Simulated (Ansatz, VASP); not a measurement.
**TeF3 in VASP and in Ansatz**

The input INCAR:

```
SYSTEM = TeF3
PREC = Accurate
ENCUT = 600
EDIFF = 1E-6
ISMEAR = 0
SIGMA = 0.1
LREAL = .False.
LASPH = .True.
NELM = 60
ALGO = Normal
ISIF = 3
LWAVE = .False.
LCHARG = .False.
GGA = PE
IBRION = 2
NSW = 90
EDIFFG = -0.04
```

File KPOINTS:

```
Automatic mesh
0
Gamma
  6 6 4
  0 0 0
```

The input POSCAR:

```
TeF3
1.0
    3.6262682352      0.0000000000      0.0000000000
    0.0000000000      3.6262682352      0.0000000000
    0.0000000000      0.0000000000      6.9393285235
Te F
1 3
Direct
    0.0000000000      0.0000000000      0.0000000000
    0.0000000000      0.0000000000      0.2835750017
    0.0000000000      0.0000000000      0.7164249983
    0.5000000000      0.5000000000      0.0000000000
```

Input for Ansatz:

```yaml
crystal:
  lattice:
    - [3.6262682352, 0.0, 0.0]
    - [0.0, 3.6262682352, 0.0]
    - [0.0, 0.0, 6.9393285235]
  atoms:
    - { symbol: Te, position: [0.0, 0.0, 0.0] }
    - { symbol: F, position: [0.0, 0.0, 0.2835750017] }
    - { symbol: F, position: [0.0, 0.0, 0.7164249983] }
    - { symbol: F, position: [0.5, 0.5, 0.0] }
basis:
  ecutwfc: 420
kpoints:
  mp_grid: { grid: [6, 6, 4] }
hamiltonian:
  xc: pbe
scf:
  occupations: { method: gaussian, width: 0.1 }
  lower_state_search: "off"
output:
  forces: true
  stress: true
  eigenvalues: true
relax:
  adjacent_minimum: "off"
  f_tol: 0.04
  max_steps: 70
  cell: { stress_tol: 0.4 }
```

Alike in both runs: task relaxation of cell and atoms; functional PBE; k mesh 6 × 6 × 4; occupations gaussian, width 0.1 eV; no spin polarisation.

```csv
,VASP,Ansatz
version,VASP 6.6.1,Ansatz 0.2.0
potentials or method,"VASP PAW PBE potentials, release 64 (Te, F), cutoff 600 eV","scalar-relativistic, plane waves, PAW"
valence electrons in the cell,27,37
```

|  | VASP | Ansatz | Ansatz less VASP |
| --- | --- | --- | --- |
| gap on the k mesh at the Fermi level, each at its own relaxed structure (eV) | none | none | - |
| relaxed volume (Å³/atom) | 22.60 | 22.91 | +0.314 |
| relaxed length of the cell vector where the two differ most in proportion (Å) | 6.945 | 6.992 | +0.0470 |

A gap of «none» marks a metal or a gap that the smearing closes. VASP's potentials hold 27 valence electrons a cell and Ansatz's 37, so a difference there can come from the potentials and not from the codes.

Spin-orbit coupling is off throughout.
